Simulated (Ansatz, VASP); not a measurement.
**Pd: VASP beside Ansatz**

```xyz
2
Lattice="0.0000 2.3101 4.8638 1.3551 0.0000 4.8638 1.3551 2.3101 0.0000" Properties=species:S:1:pos:R:3 pbc="T T T"
Pd    1.3551    2.3101    1.2770
Pd    1.3551    2.3101    8.4507
```

Alike in both runs: functional PBEsol; k mesh 22 × 22 × 22; occupations gaussian, width 0.1 eV; no spin polarisation.

Ansatz relaxed the structure, and its values are those at the end. VASP's run is a single point on that final structure, the one shown.

|  | VASP | Ansatz |
| --- | --- | --- |
| version | VASP 6.6.1 | Ansatz 0.2.0 |
| potentials or method | VASP PAW PBE potentials, release 64 (Pd), cutoff 520 eV | scalar-relativistic, plane waves, PAW |
| valence electrons in the cell | 20 | 36 |

```tsv
	VASP	Ansatz	Ansatz less VASP
gap on the k mesh at the Fermi level (eV)	none	none	-
pressure (GPa)	-0.4	0.0	+0.40
```

VASP's potentials were made for PBE, not for PBEsol. A gap of «none» marks a metal or a gap that the smearing closes. With one functional, cell and mesh, what is left measures potentials, basis and numerics. VASP's potentials hold 20 valence electrons a cell and Ansatz's 36, so a difference there can come from the potentials and not from the codes.
